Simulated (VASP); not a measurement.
# GaN: single point with PBEsol

Crystal: GaN.

```
Ga N
1.0
     3.16658    0.00000    0.00000
    -1.58329    2.74234    0.00000
     0.00000    0.00000    5.15935
Ga N
2 2
Direct
  0.33333 0.66667 0.99922
  0.66667 0.33333 0.49922
  0.33333 0.66667 0.37578
  0.66667 0.33333 0.87578
```

* Program: VASP 6.6.1
* Task: single point
* Functional: PBEsol
* Potentials or basis: VASP PAW PBE potentials, release 64 (Ga_d, N)
* Cutoff: 600 eV
* k mesh: 6 × 6 × 4
* Occupations: gaussian, width 0.01 eV
* Spin: no spin polarisation

| Property | Result |
| --- | --- |
| Pressure | 2.6 GPa |
| Band gap on the k mesh | 1.99 eV |

Levels at points of the mesh, in eV from the valence-band top:
```csv
k point,band 15,band 16,band 17,band 18,band 19,band 20,band 21,band 22
"(0.00, 0.00, 0.00)",-1.07,-0.05,0.00,0.00,1.99,4.31,9.20,9.90
"(0.50, 0.00, 0.00)",-4.34,-2.84,-2.30,-1.03,4.98,5.60,5.99,8.70
"(0.00, 0.00, 0.50)",-0.55,-0.55,-0.55,-0.55,4.31,4.31,8.46,8.46
"(0.50, 0.00, 0.50)",-2.01,-2.01,-1.96,-1.96,4.35,4.35,7.80,7.80
```

It took 68 s on 1 thread of Intel Xeon 8259CL, with other jobs on the host, peak memory 0.18 GiB.

Caveat: the PAW data sets were made with another functional, which shifts forces and pressure a little.
